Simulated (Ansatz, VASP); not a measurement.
## Cu: VASP beside Ansatz

File INCAR:

```
PREC = Accurate
ENCUT = 520
EDIFF = 1E-8
ISMEAR = -1
SIGMA = 0.08
LREAL = F
LASPH = T
NELM = 60
ALGO = Normal
ISIF = 2
LWAVE = F
LCHARG = F
GGA = PS
LEFG = T
NBANDS = 12
```

The input KPOINTS:

```
regular mesh
0
Gamma
  19 19 19
```

Contents of POSCAR:

```
Cu
1.0
    0.0000000000      1.7713500000      1.8075000000
    1.7713500000      0.0000000000      1.8075000000
    1.7713500000      1.7713500000      0.0000000000
Cu
1
Direct
    0.0000000000      0.0000000000      0.0000000000
```

Input for Ansatz:

```yaml
crystal:
  lattice:
    - [0.0, 1.77135, 1.8075]
    - [1.77135, 0.0, 1.8075]
    - [1.77135, 1.77135, 0.0]
  atoms:
    - { symbol: Cu, position: [0.0, 0.0, 0.0] }
kpoints:
  mp_grid: { grid: [19, 19, 19] }
scf:
  occupations: { method: fermi_dirac, width: 0.08 }
hamiltonian:
  xc: pbesol
  pseudopotentials: { kind: all_electron, datasets: crystal }
output:
  forces: true
  stress: true
  eigenvalues: true
  efg: { contact_densities: true }
```

Change from the starting cell: equal xx and yy strain of -2 %, crystal datasets.

Alike in both runs: task electric field gradients; functional PBEsol; k mesh 19 × 19 × 19; occupations fermi-dirac, width 0.08 eV; no spin polarisation.

```csv
,VASP,Ansatz
version,VASP 6.6.1,Ansatz 0.2.0
potentials or method,"VASP PAW PBE potentials, release 64 (Cu), cutoff 520 eV","all-electron PAW with datasets made for the crystal, scalar-relativistic"
```

```tsv
	VASP	Ansatz	Ansatz less VASP
pressure (GPa)	0.2	-0.5	-0.69
traceless stress, the component that is largest in VASP (GPa)	-0.81	-0.84	-0.027
size of Vzz on the site where it differs most (V/Å²)	0.3	0.0	-0.30
```

VASP's potentials were made for PBE, not for PBEsol. Ansatz ran all-electron here, and VASP with PAW potentials.
